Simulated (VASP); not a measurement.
# GeMo: relaxation of cell and atoms with PBE

The system is GeMo.

```xyz
2
Lattice="3.1026 0.0000 0.0000 0.0000 3.1026 0.0000 0.0000 0.0000 3.1678" Properties=species:S:1:pos:R:3 pbc="T T T"
Ge    1.5513    1.5513    0.0000
Mo    0.0000    0.0000    1.5839
```

- Program: VASP 6.6.1
- Task: relaxation of cell and atoms
- Functional: PBE
- Potentials or basis: VASP PAW PBE potentials, release 64 (Ge_d, Mo_sv)
- Cutoff: 600 eV
- k mesh: 18 × 18 × 18
- Occupations: gaussian, width 0.1 eV
- Spin: no spin polarisation
- Dipole correction: no
- Further INCAR settings: ALGO = Normal; EDIFF = 1e-06; IBRION = 2; EDIFFG = -0.01; NSW = 100; ISIF = 3

* Relaxed volume: 15.30 Å³/atom
* Relaxed cell: a = 3.127 Å, b = 3.127 Å, c = 3.130 Å, α = 90.00°, β = 90.00°, γ = 90.00°
* Space group after relaxing (to 0.1 Å): Pm-3m (No. 221)
* Energy gained by relaxing: 1.4 meV/atom
* Ionic steps: 5
* Pressure after relaxing: 0.0 GPa
* Band gap on the k mesh: zero (bands 14 and 15 overlap by 3.47 eV)

Stress tensor (GPa, compression positive):
```
 0.07  0.00  0.00
 0.00  0.07  0.00
 0.00  0.00 -0.01
```

The path:
| step | energy change (eV) | largest force (eV/Å) | pressure (GPa) | volume (Å³) |
| --- | --- | --- | --- | --- |
| 1 | 0.0000 | 0.0000 | 0.74 | 30.49 |
| 2 | -0.0011 | 0.0000 | -1.25 | 30.81 |
| 3 | -0.0013 | 0.0000 | -0.66 | 30.72 |
| 4 | -0.0026 | 0.0000 | -0.10 | 30.63 |
| 5 | -0.0027 | 0.0000 | 0.04 | 30.60 |

Final structure:
```yaml
crystal:
  lattice:
    - [3.12664, 0.00000, 0.00000]
    - [0.00000, 3.12664, 0.00000]
    - [0.00000, 0.00000, 3.13011]
  atoms:
    - { symbol: Ge, position: [0.50000, 0.50000, 0.00000] }
    - { symbol: Mo, position: [0.00000, 0.00000, 0.50000] }
```

Levels at points of the mesh, in eV from the Fermi level:
| k point | band 11 | band 12 | band 13 | band 14 | band 15 | band 16 | band 17 | band 18 |
| --- | --- | --- | --- | --- | --- | --- | --- | --- |
| (0.00, 0.00, 0.00) | -3.00 | -3.00 | 1.17 | 1.17 | 1.18 | 2.59 | 2.62 | 2.62 |
| (0.50, 0.00, 0.00) | -6.74 | -2.29 | -1.73 | -1.71 | 1.36 | 2.89 | 7.29 | 8.70 |
| (0.50, 0.50, 0.00) | -3.23 | -3.23 | -2.52 | -0.31 | -0.31 | 2.67 | 3.26 | 5.33 |
| (0.00, 0.00, 0.50) | -6.74 | -2.30 | -1.71 | -1.71 | 1.36 | 2.87 | 7.30 | 8.70 |
| (0.50, 0.00, 0.50) | -3.24 | -3.23 | -2.52 | -0.31 | -0.30 | 2.66 | 3.27 | 5.35 |
| (0.50, 0.50, 0.50) | -5.45 | -5.45 | -5.05 | 2.77 | 2.78 | 4.26 | 4.26 | 4.26 |

Run time: 46 min on 1 × NVIDIA H100 80GB with 1 thread of AMD EPYC 7R13 Processor (Zen 3), with other jobs on the host, peak memory 1.6 GiB.
